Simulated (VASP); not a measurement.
# TlBr (Pm-3m) in VASP: a series of runs

The runs below take TlBr through single point, with r2SCAN, HSE06.

Everything below comes from runs of VASP 6.6.1. Logs are shortened: lines on timing, memory, paths and dates and some standing lists are left out, and cuts for length are marked.

**1. The cell of the first run**

Symmetry: Pm-3m, No. 221, cubic system. Conventional cell: a = 3.946 Å, b = 3.946 Å, c = 3.946 Å, α = 90.00°, β = 90.00°, γ = 90.00°. Within 4.5 Å of Tl (site symmetry m-3m) lie 8 Br at 3.42 Å and 6 Tl at 3.95 Å. Within 4.5 Å of Br (site symmetry m-3m) lie 8 Tl at 3.42 Å and 6 Br at 3.95 Å.

**2. Single point, r2SCAN**

Contents of POSCAR:

```
TlBr
1.0
    3.9461933165      0.0000000000      0.0000000000
    0.0000000000      3.9461933165      0.0000000000
    0.0000000000      0.0000000000      3.9461933165
Tl Br
1 1
Direct
    0.0000000000      0.0000000000      0.0000000000
    0.5000000000      0.5000000000      0.5000000000
```

Contents of INCAR.step1:

```
SYSTEM = TlBr
  PREC = Accurate
  ENCUT = 550
  ISMEAR = 0
  SIGMA = 0.01
  LREAL = .False.
  LASPH = .True.
  NELM = 120
  NBANDS = 17
  GGA = PE
  ALGO = Normal
  EDIFF = 1E-5
  LWAVE = .True.
  LCHARG = .False.
  GGA_COMPAT = .False.
```

Contents of INCAR.step2:

```
SYSTEM = TlBr
  PREC = Accurate
  ENCUT = 550
  EDIFF = 1E-6
  ISMEAR = 0
  SIGMA = 0.01
  LREAL = .False.
  LASPH = .True.
  NELM = 120
  ALGO = Normal
  ISIF = 2
  LWAVE = .False.
  LCHARG = .True.
  METAGGA = R2SCAN
  LMIXTAU = .True.
  LELF = .True.
  LVHAR = .True.
  NBANDS = 17
  ISTART = 1
  GGA_COMPAT = .False.
```

Contents of KPOINTS:

```
regular mesh
0
Gamma
  4 4 4
  0 0 0
```

Potentials or basis: VASP PAW PBE potentials, release 64 (Tl_d, Br).

Run with:

```
> cat potpaw_PBE.64/Tl_d/POTCAR potpaw_PBE.64/Br/POTCAR > POTCAR
> cp INCAR.step1 INCAR
> mpirun -np 1 vasp_std > vasp.out
> cp INCAR.step2 INCAR
> mpirun -np 1 vasp_std > vasp.out
```

OUTCAR:

```text
SYSTEM = TlBr
   PREC = Accurate
   ENCUT = 550
   EDIFF = 1E-6
   ISMEAR = 0
   LREAL = .False.
   LASPH = .True.
   NELM = 120
   ISIF = 2
   METAGGA = R2SCAN
   ISTART = 1

 ion  position               nearest neighbor table
   1  0.000  0.000  0.000-   2 3.42   2 3.42   2 3.42   2 3.42   2 3.42   2 3.42   2 3.42   2 3.42

   2  0.500  0.500  0.500-   1 3.42   1 3.42   1 3.42   1 3.42   1 3.42   1 3.42   1 3.42   1 3.42

  LATTYP: Found a simple cubic cell.
 ALAT       =     3.9461933165

  Lattice vectors:

 A1 = (   3.9461933165,   0.0000000000,   0.0000000000)
 A2 = (   0.0000000000,   3.9461933165,   0.0000000000)
 A3 = (   0.0000000000,   0.0000000000,   3.9461933165)

Analysis of symmetry for initial positions (statically):
=====================================================================
 Subroutine PRICEL returns:
 Original cell was already a primitive cell.

 Routine SETGRP: Setting up the symmetry group for a
 simple cubic supercell.

 Subroutine GETGRP returns: Found 48 space group operations
 (whereof 48 operations were pure point group operations)
 out of a pool of 48 trial point group operations.

The static configuration has the point symmetry O_h .

Analysis of symmetry for dynamics (positions and initial velocities):
=====================================================================
 Subroutine PRICEL returns:
 Original cell was already a primitive cell.

 Routine SETGRP: Setting up the symmetry group for a
 simple cubic supercell.

 Subroutine GETGRP returns: Found 48 space group operations
 (whereof 48 operations were pure point group operations)
 out of a pool of 48 trial point group operations.

The dynamic configuration has the point symmetry O_h .

 Subroutine INISYM returns: Found 48 space group operations
 (whereof 48 operations are pure point group operations),
 and found     1 'primitive' translations

----------------------------------------------------------------------------------------

                                     Primitive cell

  volume of cell :      61.4519

  direct lattice vectors                    reciprocal lattice vectors
     3.946193317  0.000000000  0.000000000     0.253408771  0.000000000  0.000000000
[... 58 lines left out ...]
   ions per type =               1   1
   NGX,Y,Z   is equivalent  to a cutoff of  12.64, 12.64, 12.64 a.u.
   NGXF,Y,Z  is equivalent  to a cutoff of  25.28, 25.28, 25.28 a.u.
 SYSTEM =  TlBr
   PREC   = accura    normal or accurate (medium, high low for compatibility)
   ISTART =      1    job   : 0-new  1-cont  2-samecut
   ICHARG =      0    charge: 1-file 2-atom 10-const
   ISPIN  =      1    spin polarized calculation?
   LNONCOLLINEAR =      F non collinear calculations
   LSORBIT =      F    spin-orbit coupling
   LASPH  =      T    aspherical Exc in radial PAW
   ENCUT  =  550.0 eV  40.42 Ry    6.36 a.u.   7.55  7.55  7.55*2*pi/ulx,y,z
   NELM   =    120;   NELMIN=  2; NELMDL=  0     # of ELM steps
   EDIFF  = 0.1E-05   stopping-criterion for ELM
   LREAL  =      F    real-space projection
[... 7 lines left out ...]
   TEBEG  =    0.0;   TEEND  =   0.0 temperature during run
   PSTRESS=    0.0 pullay stress
   NELECT =      20.0000    total number of electrons
   NUPDOWN=      -1.0000    fix difference up-down
   EMIN   =  10.00;   EMAX   =-10.00  energy-range for DOS
   EFERMI =   0.00;   METHOD = LEGACY
   ISMEAR =     0;   SIGMA  =   0.01  broadening in eV -4-tet -1-fermi 0-gaus
   EFERMI_NEDOS =   21; number of points for ismear=-14 and -15
   IALGO  =     38    algorithm
   IMIX   =      4    mixing-type and parameters
     AMIX     =   0.40;   BMIX     =  1.00
     AMIX_MAG =   1.60;   BMIX_MAG =  1.00
  volume/ion in A,a.u.               =      30.73       207.35
  Fermi-wavevector in a.u.,A,eV,Ry     =   1.126090  2.128002 17.253261  1.268079
  Thomas-Fermi vector in A             =   2.262770
   LORBIT       =      0    0 simple, 1 ext, 2 COOP (PROOUT), +10 PAW based schemes
   METAGGA = R2SCAN    functional components
   LHFCALC =     F    Hartree Fock is set to
   AEXX    =    0.0000 exact exchange contribution
   IVDW    =     0    specifies the selected vdW correction
   LEPSILON=     F    determine dielectric tensor
   LRPA    =     F    only Hartree local field effects (RPA)
 non-spin polarized calculation
 Gauss-broadening in eV      SIGMA  =   0.01
  energy-cutoff  :      550.00
  volume of cell :       61.45
 maximum number of plane-waves:      1856
   NGX = 15   NGY = 15   NGZ = 15

 number of electron      20.0000001 magnetization

 Free energy of the ion-electron system (eV)
  ---------------------------------------------------
  ext. energy  EPLUGINS =         0.00000000
  ---------------------------------------------------
  free energy    TOTEN  =       -68.36364253 eV

  energy without entropy =      -68.36364253  energy(sigma->0) =      -68.36364253

 E-fermi :   2.4426     XC(G=0):  -9.5535

 val. band max:        2.3732452876   @ k =   0.5000   0.0000   0.0000
 cond. band min:       4.6030627662   @ k =   0.5000   0.0000   0.0000
 fundamental gap:      2.2298174786
 Fermi energy:         2.4425650991

 k-point     1 :       0.0000    0.0000    0.0000
  band No.  band energies     occupation
      1     -12.0177      2.00000
      2      -8.1564      2.00000
      3      -8.1564      2.00000
      4      -7.9610      2.00000
      5      -7.9610      2.00000
      6      -7.9610      2.00000
[... 177 lines left out ...]
      4      -8.1083      2.00000
      5      -7.9065      2.00000
      6      -7.9065      2.00000
[... 9 lines left out ...]
     16      16.2751      0.00000
     17      19.8858      0.00000

------------------------ aborting loop because EDIFF is reached ----------------------------------------

  FORCE on cell =-STRESS in cart. coord.  units (eV):
  Direction    XX          YY          ZZ          XY          YZ          ZX
  --------------------------------------------------------------------------------------
  -------------------------------------------------------------------------------------
  Total        0.4280957      0.4280957      0.4280957      0.0000000     -0.0000000      0.0000000
  in kB       11.1613414     11.1613414     11.1613414      0.0000000     -0.0000000      0.0000000
  external PRESSURE =      11.1613414 kB  Pullay stress =       0.0000000 kB

 VOLUME and BASIS-vectors are now :
 -----------------------------------------------------------------------------
  energy-cutoff  :      550.00
  volume of cell :       61.45
      direct lattice vectors                 reciprocal lattice vectors
     3.946193317  0.000000000  0.000000000     0.253408771  0.000000000  0.000000000
     0.000000000  3.946193317  0.000000000     0.000000000  0.253408771  0.000000000
     0.000000000  0.000000000  3.946193317     0.000000000  0.000000000  0.253408771

 POSITION                                       TOTAL-FORCE (eV/Angst)
 -----------------------------------------------------------------------------------
      0.00000      0.00000      0.00000         0.000000      0.000000      0.000000
      1.97310      1.97310      1.97310         0.000000      0.000000      0.000000
 -----------------------------------------------------------------------------------
    total drift:                                0.000000     -0.000000     -0.000000

  FREE ENERGIE OF THE ION-ELECTRON SYSTEM (eV)
  ---------------------------------------------------
  free  energy   TOTEN  =       -68.3636425338 eV

  energy  without entropy=      -68.3636425338  energy(sigma->0) =      -68.36364253
```

OUTCAR.step1:

```text
SYSTEM = TlBr
   PREC = Accurate
   ENCUT = 550
   ISMEAR = 0
   LREAL = .False.
   LASPH = .True.
[... 405 lines left out ...]
      0.00000      0.00000      0.00000         0.000000      0.000000      0.000000
      1.97310      1.97310      1.97310         0.000000      0.000000      0.000000
 -----------------------------------------------------------------------------------
    total drift:                                0.000000     -0.000000     -0.000000

  FREE ENERGIE OF THE ION-ELECTRON SYSTEM (eV)
  ---------------------------------------------------
  free  energy   TOTEN  =        -5.5035104776 eV

  energy  without entropy=       -5.5035104776  energy(sigma->0) =       -5.50351048
```

OSZICAR.step1:

```text
N       E                     dE             d eps       ncg     rms          rms(c)
DAV:   1     0.100181197856E+03    0.10018E+03   -0.99652E+03   340   0.107E+03
DAV:   2    -0.213873973993E+01   -0.10232E+03   -0.99066E+02   435   0.226E+02
DAV:   3    -0.573878599995E+01   -0.36000E+01   -0.35920E+01   384   0.373E+01
DAV:   4    -0.575957386318E+01   -0.20788E-01   -0.20787E-01   449   0.331E+00
DAV:   5    -0.575978331848E+01   -0.20946E-03   -0.20945E-03   381   0.315E-01    0.290E+00
DAV:   6    -0.552758545641E+01    0.23220E+00   -0.34300E-01   359   0.294E+00    0.170E+00
DAV:   7    -0.550296521099E+01    0.24620E-01   -0.11443E-01   368   0.147E+00    0.881E-01
DAV:   8    -0.550359568884E+01   -0.63048E-03   -0.14213E-02   376   0.776E-01    0.164E-01
DAV:   9    -0.550339692843E+01    0.19876E-03   -0.91339E-04   383   0.170E-01    0.683E-02
DAV:  10    -0.550350807103E+01   -0.11114E-03   -0.21084E-04   352   0.777E-02    0.158E-02
DAV:  11    -0.550351047762E+01   -0.24066E-05   -0.19335E-05   336   0.311E-02
   1 F= -.55035105E+01 E0= -.55035105E+01  d E =-.548863E-64
```

Run time: 48 s. Hardware: 1 thread of Intel Xeon Platinum 8488C (Sapphire Rapids), shared host; peak memory 0.17 GiB.

What came out:

```
Free energy            : -68.3636 eV
Pressure               : 1.1 GPa
Band gap on the k mesh : 2.23 eV
```

Levels at points of the mesh, in eV from the valence-band top:
```
           k point  band 7  band 8  band 9  band 10  band 11  band 12  band 13  band 14
(0.00, 0.00, 0.00)   -4.67   -1.48   -1.48    -1.48     7.48     7.48     7.81     7.81
(0.50, 0.00, 0.00)   -5.76   -0.96   -0.96     0.00     2.23     6.22     6.22     8.49
(0.50, 0.50, 0.00)   -3.79   -3.16   -3.16    -0.87     5.29     5.29     7.95     8.33
(0.50, 0.50, 0.50)   -2.74   -2.13   -2.13    -2.13     2.40     2.40     2.40    13.90
```

Caveat: the PAW data sets were made with another functional, which shifts forces and pressure a little; spin-orbit coupling is left out, which moves the levels of the heavy elements. A k mesh can miss the band edges.

**3. Single point, r2SCAN**

POSCAR is that of step 2.

Contents of INCAR.step1:

```
PREC = Accurate
ENCUT = 550
ISMEAR = 0
SIGMA = 0.5
LREAL = F
LASPH = T
NELM = 120
NBANDS = 17
GGA = PE
ALGO = Normal
EDIFF = 1E-5
LWAVE = T
LCHARG = F
GGA_COMPAT = F
```

Contents of INCAR.step2:

```
PREC = Accurate
ENCUT = 550
EDIFF = 1E-6
ISMEAR = 0
SIGMA = 0.5
LREAL = F
LASPH = T
NELM = 120
ALGO = Normal
ISIF = 2
LWAVE = F
LCHARG = F
METAGGA = R2SCAN
LMIXTAU = T
NBANDS = 17
ISTART = 1
GGA_COMPAT = F
```

Contents of KPOINTS:

```
regular mesh
0
Gamma
  4 4 4
```

Potentials or basis: VASP PAW PBE potentials, release 64 (Tl_d, Br).

Run with:

```
> cat potpaw_PBE.64/Tl_d/POTCAR potpaw_PBE.64/Br/POTCAR > POTCAR
> cp INCAR.step1 INCAR
> mpirun -np 1 vasp_std > vasp.out
> cp INCAR.step2 INCAR
> mpirun -np 1 vasp_std > vasp.out
```

OUTCAR:

```text
PREC = Accurate
   ENCUT = 550
   EDIFF = 1E-6
   ISMEAR = 0
   LREAL = F
   LASPH = T
   NELM = 120
   ISIF = 2
   METAGGA = R2SCAN
   ISTART = 1

 ion  position               nearest neighbor table
   1  0.000  0.000  0.000-   2 3.42   2 3.42   2 3.42   2 3.42   2 3.42   2 3.42   2 3.42   2 3.42

   2  0.500  0.500  0.500-   1 3.42   1 3.42   1 3.42   1 3.42   1 3.42   1 3.42   1 3.42   1 3.42

  LATTYP: Found a simple cubic cell.
 ALAT       =     3.9461933165
[... 371 lines left out ...]
     17      19.8858      0.00000

------------------------ aborting loop because EDIFF is reached ----------------------------------------

  FORCE on cell =-STRESS in cart. coord.  units (eV):
  Direction    XX          YY          ZZ          XY          YZ          ZX
  --------------------------------------------------------------------------------------
  -------------------------------------------------------------------------------------
  Total        0.4273985      0.4273985      0.4273985      0.0000000      0.0000000     -0.0000000
  in kB       11.1431645     11.1431645     11.1431645      0.0000000      0.0000000     -0.0000000
  external PRESSURE =      11.1431645 kB  Pullay stress =       0.0000000 kB

 VOLUME and BASIS-vectors are now :
 -----------------------------------------------------------------------------
  energy-cutoff  :      550.00
  volume of cell :       61.45
      direct lattice vectors                 reciprocal lattice vectors
     3.946193317  0.000000000  0.000000000     0.253408771  0.000000000  0.000000000
     0.000000000  3.946193317  0.000000000     0.000000000  0.253408771  0.000000000
     0.000000000  0.000000000  3.946193317     0.000000000  0.000000000  0.253408771

 POSITION                                       TOTAL-FORCE (eV/Angst)
 -----------------------------------------------------------------------------------
      0.00000      0.00000      0.00000         0.000000      0.000000      0.000000
      1.97310      1.97310      1.97310         0.000000      0.000000      0.000000
 -----------------------------------------------------------------------------------
    total drift:                                0.000000     -0.000000     -0.000000

  FREE ENERGIE OF THE ION-ELECTRON SYSTEM (eV)
  ---------------------------------------------------
  free  energy   TOTEN  =       -68.3636578315 eV

  energy  without entropy=      -68.3634530168  energy(sigma->0) =      -68.36355542
```

OUTCAR.step1:

```text
PREC = Accurate
   ENCUT = 550
   ISMEAR = 0
   LREAL = F
   LASPH = T
[... 404 lines left out ...]
 -----------------------------------------------------------------------------------
      0.00000      0.00000      0.00000         0.000000      0.000000      0.000000
      1.97310      1.97310      1.97310         0.000000      0.000000      0.000000
 -----------------------------------------------------------------------------------
    total drift:                                0.000000     -0.000000     -0.000000

  FREE ENERGIE OF THE ION-ELECTRON SYSTEM (eV)
  ---------------------------------------------------
  free  energy   TOTEN  =        -5.5036438133 eV

  energy  without entropy=       -5.5024068771  energy(sigma->0) =       -5.50302535
```

Run time: 47 s. Hardware: 1 thread of Intel Xeon Platinum 8488C (Sapphire Rapids), shared host; peak memory 0.16 GiB.

Results:

```
Free energy            : -68.3637 eV
Pressure               : 1.1 GPa
Band gap on the k mesh : 2.23 eV
```

Levels at points of the mesh, in eV from the valence-band top:
```csv
k point,band 6,band 7,band 8,band 9,band 10,band 11,band 12,band 13,band 14,band 15
"(0.00, 0.00, 0.00)",-10.33,-4.67,-1.48,-1.48,-1.48,7.48,7.48,7.81,7.81,7.81
"(0.50, 0.00, 0.00)",-10.33,-5.76,-0.96,-0.96,0.00,2.23,6.22,6.22,8.49,11.09
"(0.50, 0.50, 0.00)",-10.28,-3.79,-3.16,-3.16,-0.87,5.29,5.29,7.95,8.33,11.02
"(0.50, 0.50, 0.50)",-10.28,-2.74,-2.13,-2.13,-2.13,2.40,2.40,2.40,13.90,13.90
```

Caveat: the PAW data sets were made with another functional, which shifts forces and pressure a little; spin-orbit coupling is left out, which moves the levels of the heavy elements. A k mesh can miss the band edges.

**4. Single point, r2SCAN**

POSCAR is that of step 3.

Contents of INCAR.step1:

```
SYSTEM = TlBr
PREC = Accurate
ENCUT = 550
ISMEAR = 0
SIGMA = 0.01
LREAL = .False.
LASPH = .True.
NELM = 120
ISYM = 0
NBANDS = 17
GGA = PE
ALGO = Normal
EDIFF = 1E-5
LWAVE = .True.
LCHARG = .False.
GGA_COMPAT = .False.
```

Contents of INCAR.step2:

```
SYSTEM = TlBr
PREC = Accurate
ENCUT = 550
EDIFF = 1E-6
ISMEAR = 0
SIGMA = 0.01
LREAL = .False.
LASPH = .True.
NELM = 120
ALGO = Normal
ISIF = 2
LWAVE = .False.
LCHARG = .True.
METAGGA = R2SCAN
LMIXTAU = .True.
LELF = .True.
LVHAR = .True.
ISYM = 0
NBANDS = 17
ISTART = 1
GGA_COMPAT = .False.
```

Contents of KPOINTS:

```
Automatic mesh
0
Gamma
  4 4 4
  0 0 0.5
```

Run with:

```
> cat potpaw_PBE.64/Tl_d/POTCAR potpaw_PBE.64/Br/POTCAR > POTCAR
> cp INCAR.step1 INCAR
> mpirun -np 1 vasp_std > vasp.out
> cp INCAR.step2 INCAR
> mpirun -np 1 vasp_std > vasp.out
```

Wall time 4.6 min (1 thread of Intel Xeon Platinum 8488C (Sapphire Rapids), shared host); peak memory 0.24 GiB.

Results (log left out):

* Free energy: -68.3736 eV
* Pressure: 1.0 GPa
* Band gap on the k mesh: 3.09 eV

Levels at points of the mesh, in eV from the valence-band top:
```
           k point  band 8  band 9  band 10  band 11  band 12  band 13
(0.00, 0.00, 0.12)   -1.09   -1.09    -1.04     6.59     7.90     7.90
```

Caveat: the PAW data sets were made with another functional, which shifts forces and pressure a little; spin-orbit coupling is left out, which moves the levels of the heavy elements; a shifted mesh leaves out Γ, where band edges can lie. r2SCAN opens gaps a little over a GGA but as a rule still falls short of measured ones.

(Part 1 of 2 ends here.)
